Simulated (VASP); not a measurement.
Input of a VASP 6.6.1 run:

Contents of INCAR:

```
SYSTEM = SnSe2
ALGO = Normal
EDIFF = 1E-6
EDIFFG = -0.005
ENCUT = 600
GGA = PS
IBRION = 2
ISIF = 3
ISMEAR = 0
LASPH = .TRUE.
LCHARG = .FALSE.
LREAL = .FALSE.
LWAVE = .FALSE.
NELM = 60
NSW = 60
PREC = Accurate
SIGMA = 0.01
```

File KPOINTS:

```
k-points
0
G
  6 6 4
  0 0 0
```

The input POSCAR:

```
SnSe2
1.0
    3.8110000000      0.0000000000      0.0000000000
   -1.9055000000      3.3004228100      0.0000000000
    0.0000000000      0.0000000000      6.1360000000
Sn Se
1 2
Direct
    0.0000000000      0.0000000000      0.0000000000
    0.3333333343      0.6666666687      0.2490000000
    0.6666666672      0.3333333343      0.7510000000
```

Potentials or basis: VASP PAW PBE potentials, release 64 (Sn_d, Se).

Run with:

```sh
$ cat potpaw_PBE.64/Sn_d/POTCAR potpaw_PBE.64/Se/POTCAR > POTCAR
$ mpirun -np 1 vasp_std > vasp.out
```

**Question.** Estimate the relaxed cell.

**Answer.** a = 3.823 Å, b = 3.823 Å, c = 6.147 Å, α = 90.00°, β = 90.00°, γ = 120.00°.

**Question.** What does it give for the relaxed volume?

**Answer.** 25.94 Å³/atom.

**Question.** What does it give for the space group after relaxing (to 0.1 Å)?

**Answer.** P-3m1 (No. 164).

**Question.** Estimate the band gap on the k mesh.

**Answer.** 0.71 eV (least direct gap 0.95 eV).

Final structure:
```cif
data_structure
_symmetry_space_group_name_H-M 'P 1'
_symmetry_Int_Tables_number 1
_cell_length_a 3.8233
_cell_length_b 3.8233
_cell_length_c 6.1468
_cell_angle_alpha 90.000
_cell_angle_beta 90.000
_cell_angle_gamma 120.000
_cell_volume 77.81
loop_
_atom_site_label
_atom_site_type_symbol
_atom_site_fract_x
_atom_site_fract_y
_atom_site_fract_z
_atom_site_occupancy
Sn1 Sn 0.00000 0.00000 0.00000 1
Se1 Se 0.33333 0.66667 0.25796 1
Se2 Se 0.66667 0.33333 0.74204 1
```

Caveat: the PAW data sets were made with another functional, which shifts forces and pressure a little; spin-orbit coupling is left out, which moves the levels of the heavy elements; this functional lacks dispersion, which binds the layers, so the pressure and a relaxed spacing across them are unreliable. Zero-point motion and thermal expansion aren't in these numbers.
